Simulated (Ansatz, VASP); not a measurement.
## CdGeAs2: VASP beside Ansatz

```
Cd Ge As
1.0
    -3.07981    3.07981    5.82147
     3.07981   -3.07981    5.82147
     3.07981    3.07981   -5.82147
Cd Ge As
2 2 4
Cartesian
  3.0798 0.0000 2.9107
  0.0000 0.0000 5.8215
  0.0000 0.0000 0.0000
  0.0000 3.0798 2.9107
  1.3549 4.6197 1.4554
  1.5399 1.7249 4.3661
  1.7249 -1.5399 7.2768
  1.5399 1.3549 -1.4554
```

Change from the starting cell: hydrostatic strain +3.0%.

Alike in both runs: task single point; functional PBE; k mesh 6 × 6 × 6; occupations fermi-dirac, width 0.02 eV; no spin polarisation.

```csv
,VASP,Ansatz
version,VASP 6.6.1,Ansatz 0.2.0
potentials or method,"VASP PAW PBE potentials, release 64 (Cd, Ge_d, As)","plane waves, PAW"
plane-wave cutoff (eV),520,420
valence electrons in the cell,72,128
```

|  | VASP | Ansatz | Ansatz less VASP |
| --- | --- | --- | --- |
| pressure (GPa) | -2.2 | -2.3 | -0.15 |
| traceless stress, the component that is largest in VASP (GPa) | 0.11 | 0.11 | +0.005 |
| rms of the force components (eV/Å) | 0.043 | 0.045 | +0.0023 |

Atom by atom the forces differ by 0.002 eV/Å (rms over components). VASP's potentials hold 72 valence electrons a cell and Ansatz's 128, so a difference there can come from the potentials and not from the codes.
